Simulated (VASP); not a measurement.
A run of VASP 6.6.1 is set up as follows.

INCAR

```
PREC = Accurate ; ENCUT = 600
EDIFF = 1E-7 ; ISMEAR = 0
SIGMA = 0.1 ; LREAL = False
LASPH = True ; NELM = 80
ALGO = Fast ; ISIF = 3
LWAVE = False ; LCHARG = False
GGA = PS ; IBRION = 2
NSW = 100 ; EDIFFG = -0.05
```

Contents of KPOINTS:

```
regular mesh
0
Gamma
  8 8 8
```

POSCAR

```
W
1.0
    0.0000000000     -2.0300000000     -2.0300000000
    2.0300000000      0.0000000000     -2.0300000000
    2.0300000000     -2.0300000000      0.0000000000
W
1
Direct
    0.0000000000      0.0000000000      0.0000000000
```

Potentials or basis: VASP PAW PBE potentials, release 64 (W_sv).

The run is started by

```bash
$ cat potpaw_PBE.64/W_sv/POTCAR > POTCAR
$ mpirun -np 1 vasp_std > vasp.out
```

Task: Predict the space group after relaxing (to 0.05 Å).

Result: Fm-3m (No. 225).

Task: What does it give for the band gap on the k mesh?

Result: Zero (band 7 reaches 13.82 eV, above the bottom of band 8 at 10.02 eV).

Task: Predict the relaxed volume.

Result: 16.05 Å³/atom.

Step by step:
| step | energy change (eV) | largest force (eV/Å) | pressure (GPa) | volume (Å³) |
| --- | --- | --- | --- | --- |
| 1 | 0.0000 | 0.0000 | -11.72 | 16.73 |
| 2 | 0.2962 | 0.0000 | 55.57 | 13.94 |
| 3 | -0.0259 | 0.0000 | -0.52 | 16.07 |
| 4 | -0.0259 | 0.0000 | -0.09 | 16.05 |

Caveat: the PAW data sets were made with another functional, which shifts forces and pressure a little; spin-orbit coupling is left out, which moves the levels of the heavy elements.
